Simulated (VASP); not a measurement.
A run of VASP 6.6.1:

Contents of INCAR:

```
SYSTEM = TbBe2H2
  PREC = Accurate
  ENCUT = 600
  EDIFF = 1E-6
  ISMEAR = 0
  SIGMA = 0.1
  LREAL = .False.
  LASPH = .True.
  NELM = 200
  ALGO = Normal
  ISIF = 2
  LWAVE = .False.
  LCHARG = .False.
  GGA = PE
  NBANDS = 16
  GGA_COMPAT = .False.
  LMAXMIX = 6
```

The input KPOINTS:

```
regular mesh
0
Gamma
  12 12 8
  0 0 0
```

The input POSCAR:

```
TbBe2H2
1.0
    3.7293417266      0.0000000000      0.0000000000
   -1.8646708633      3.2297046747      0.0000000000
    0.0000000000      0.0000000000      4.8913980331
Tb Be H
1 2 2
Direct
    0.0000000000      0.0000000000      0.5000000000
    0.3333333333      0.6666666667      0.0000000000
    0.6666666667      0.3333333333      0.0000000000
    0.0000000000      0.0000000000      0.0878033235
    0.0000000000      0.0000000000      0.9121966765
```

Potentials or basis: VASP PAW PBE potentials, release 64 (Tb_3, Be, H), 4f in core.

Launch:

```sh
$ cat potpaw_PBE.64/Tb_3/POTCAR potpaw_PBE.64/Be/POTCAR potpaw_PBE.64/H/POTCAR > POTCAR
$ mpirun -np 1 vasp_std > vasp.out
```

Hardware: 1 thread of Intel(R) Xeon(R) 6975P-C (Granite Rapids) (shared host).

Q: How long does it take, and how much memory?

A: Wall time 41 s on 1 thread of Intel(R) Xeon(R) 6975P-C (Granite Rapids), on a shared host, peak memory 0.26 GiB. Counts: scf iterations 12, k points 95.
